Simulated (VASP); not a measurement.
Write the native input for VASP 6.6.1 that does the following.

```
Task                   : relaxation of cell and atoms
Functional             : LDA
Potentials or basis    : VASP PAW LDA potentials, release 64 (Au)
Cutoff                 : 600 eV
k mesh                 : 18 × 18 × 16
Occupations            : fermi-dirac, width 0.05 eV
Spin                   : no spin polarisation
Target pressure        : 170 GPa
Dipole correction      : no
Further INCAR settings : ALGO = Normal; EDIFF = 1e-07; IBRION = 2; EDIFFG = -0.005; NSW = 60; ISIF = 3
```

The structure of Au lies in POSCAR:

```
Au
1.0
    2.4527798173      0.0000000000      0.0000000000
   -1.2263899087      2.1241696317      0.0000000000
    0.0000000000      0.0000000000      2.3056130283
Au
1
Direct
    0.0000000000      0.0000000000      0.0000000000
```

This isn't the form of Au at room conditions, which is fcc.

These files were run (other wordings do the same):

INCAR

```
SYSTEM = Au
ALGO = Normal ; EDIFF = 1E-7
EDIFFG = -0.005 ; ENCUT = 600
IBRION = 2 ; ISIF = 3
ISMEAR = -1 ; LASPH = .True.
LCHARG = .False. ; LREAL = .False.
LWAVE = .False. ; NELM = 60
NSW = 60 ; PREC = Accurate
PSTRESS = 1700.0 ; SIGMA = 0.05
```

KPOINTS

```
k-points
0
Gamma
  18 18 16
  0 0 0
```

Potentials or basis: VASP PAW LDA potentials, release 64 (Au).

Run with:

```sh
$ cat potpaw_LDA.64/Au/POTCAR > POTCAR
$ mpirun -np 1 vasp_std > vasp.out
```

It gave:

The relaxed volume is 12.39 Å³/atom, the relaxed cell is a = 2.453 Å, b = 2.453 Å, c = 2.377 Å, α = 90.00°, β = 90.00°, γ = 120.00° and the space group after relaxing (to 0.1 Å) is P6/mmm (No. 191). The energy change on relaxing (the run minimises the enthalpy) is -470.8 meV/atom and the ionic steps are 11. The pressure after relaxing is 170.0 GPa and the band gap on the k mesh is zero (an odd number of electrons rules out a gap without spin polarisation).

Caveat: the cell is relaxed towards a set pressure, so the run minimises the enthalpy, not the energy; spin-orbit coupling is left out, which moves the levels of the heavy elements.

Run time: 2.8 min on 1 thread of Intel(R) Xeon(R) Platinum 8259CL CPU @ 2.50GHz (Skylake/Cascade Lake), on a shared host, peak memory 0.18 GiB.
